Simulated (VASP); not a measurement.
Here is a VASP 6.6.1 calculation.

POSCAR

```
K2S
1.0
    3.7031286609      3.7031286609      0.0000000000
   -3.7031286609      3.7031286609      0.0000000000
    0.0000000000      3.7031286609      3.7031286609
K S
2 1
Direct
    0.2500000000      0.7500000000      0.5000000000
    0.7500000000      0.2500000000      0.5000000000
    0.0000000000      0.0000000000      0.0000000000
```

File INCAR.step1:

```
SYSTEM = K2S
PREC = Accurate
ENCUT = 550
ISMEAR = 0
SIGMA = 0.01
LREAL = .False.
LASPH = .True.
NELM = 120
GGA = PE
ALGO = Normal
EDIFF = 1E-5
LWAVE = .True.
LCHARG = .False.
GGA_COMPAT = .False.
IBRION = 2
ISIF = 3
EDIFFG = -0.005
NELMIN = 4
NSW = 100
```

File INCAR.step2:

```
SYSTEM = K2S
PREC = Accurate
ENCUT = 550
EDIFF = 1E-7
ISMEAR = 0
SIGMA = 0.01
LREAL = .False.
LASPH = .True.
NELM = 120
ALGO = Normal
ISIF = 3
LWAVE = .False.
LCHARG = .False.
METAGGA = R2SCAN
LMIXTAU = .True.
IBRION = 2
NSW = 100
EDIFFG = -0.002
PSTRESS = -20.0
ISTART = 1
GGA_COMPAT = .False.
NELMIN = 4
```

KPOINTS

```
Automatic mesh
0
Gamma
  6 6 6
  0 0 0
```

Potentials or basis: VASP PAW PBE potentials, release 64 (K_sv, S).

Launch:

```bash
$ cat potpaw_PBE.64/K_sv/POTCAR potpaw_PBE.64/S/POTCAR > POTCAR
$ cp INCAR.step1 INCAR
$ mpirun -np 1 vasp_std > vasp.out
$ cp INCAR.step2 INCAR
$ mpirun -np 1 vasp_std > vasp.out
```

Question: Estimate the relaxed cell.

Answer: a = 5.472 Å, b = 5.472 Å, c = 5.472 Å, α = 60.00°, β = 60.00°, γ = 90.00°.

Question: What does it give for the space group after relaxing (to 0.1 Å)?

Answer: Fm-3m (No. 225).

Step by step:
```
step  energy change (eV)  largest force (eV/Å)  pressure (GPa)  volume (Å³)
   1              0.0000                0.0000            0.02       101.56
   2              0.0224                0.0000           -1.08       107.98
   3              0.1899                0.0000           -2.51       122.23
   4              0.1096                0.0000           -2.07       116.63
   5              0.0996                0.0000           -2.00       115.85
```

Caveat: the cell is relaxed towards a set pressure, so the run minimises the enthalpy, not the energy; the PAW data sets were made with another functional, which shifts forces and pressure a little. Zero-point motion and thermal expansion aren't in these numbers.
